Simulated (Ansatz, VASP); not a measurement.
## Two plane-wave programs on ZrGa2Se2

```
Zr Ga Se
1.0
     3.72438    0.00000    0.00000
    -1.86219    3.22541    0.00000
     0.00000    0.00000    9.57946
Zr Ga Se
1 2 2
Direct
  0.00000 0.00000 0.00000
  0.33333 0.66667 0.58468
  0.66667 0.33333 0.41532
  0.66667 0.33333 0.82507
  0.33333 0.66667 0.17493
```

Change from the starting cell: species swapped into the SrCd2P2 type (P-3m1, No. 164).

Alike in both runs: functional PBE; k mesh 6 × 6 × 4; occupations gaussian, width 0.1 eV; no spin polarisation.

Ansatz relaxed the structure, and its values are those at the end. VASP's run is a single point on that final structure, the one shown.

|  | VASP | Ansatz |
| --- | --- | --- |
| version | VASP 6.6.1 | Ansatz 0.2.0 |
| potentials or method | VASP PAW PBE potentials, release 64 (Zr_sv, Ga_d, Se), cutoff 520 eV | scalar-relativistic, plane waves, PAW |
| valence electrons in the cell | 50 | 70 |

|  | VASP | Ansatz | Ansatz less VASP |
| --- | --- | --- | --- |
| gap on the k mesh at the Fermi level (eV) | none | none | - |
| pressure (GPa) | 0.1 | 0.0 | -0.08 |
| rms of the force components (eV/Å) | 0.005 | 0.003 | -0.0020 |

A gap of «none» marks a metal or a gap that the smearing closes. VASP's potentials hold 50 valence electrons a cell and Ansatz's 70, so a difference there can come from the potentials and not from the codes.
